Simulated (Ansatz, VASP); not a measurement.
# Two plane-wave programs on Mo3W2

```
Mo W
1.0
     1.59102    2.25059    0.00066
     4.75524   -2.23809   -0.00212
     1.58888   -0.00208  -11.18346
Mo W
6 4
Direct
  0.45028 0.45023 0.19895
  0.95027 0.95023 0.19896
  0.25002 0.25000 0.00000
  0.75001 0.75000 0.00000
  0.04973 0.04977 0.80105
  0.54972 0.54977 0.80105
  0.34975 0.34986 0.60070
  0.84976 0.84986 0.60069
  0.15022 0.15014 0.39931
  0.65023 0.65014 0.39931
```

Change from the starting cell: cell x2, atoms moved at random (sigma 0.1 Å) and cell strained at random (1.5 %), then relaxed without symmetry.

Alike in both runs: functional PBE; k mesh 8 × 4 × 2; occupations gaussian, width 0.2 eV; no spin polarisation.

Ansatz relaxed the structure, and its values are those at the end. VASP's run is a single point on that final structure, the one shown.

```csv
,VASP,Ansatz
version,VASP 6.6.1,Ansatz 0.2.0
potentials or method,"VASP PAW PBE potentials, release 64 (Mo_sv, W_sv), cutoff 520 eV","scalar-relativistic, plane waves, PAW"
valence electrons in the cell,140,140
```

VASP gave:

| Item | Value |
| --- | --- |
| gap on the k mesh at the Fermi level (eV) | none |
| pressure (GPa) | 0.5 |

Question: Estimate Ansatz's values.

Answer: gap on the k mesh at the Fermi level (eV): none; pressure (GPa): 0.0.

A gap of «none» marks a metal or a gap that the smearing closes.

Spin-orbit coupling is off throughout.
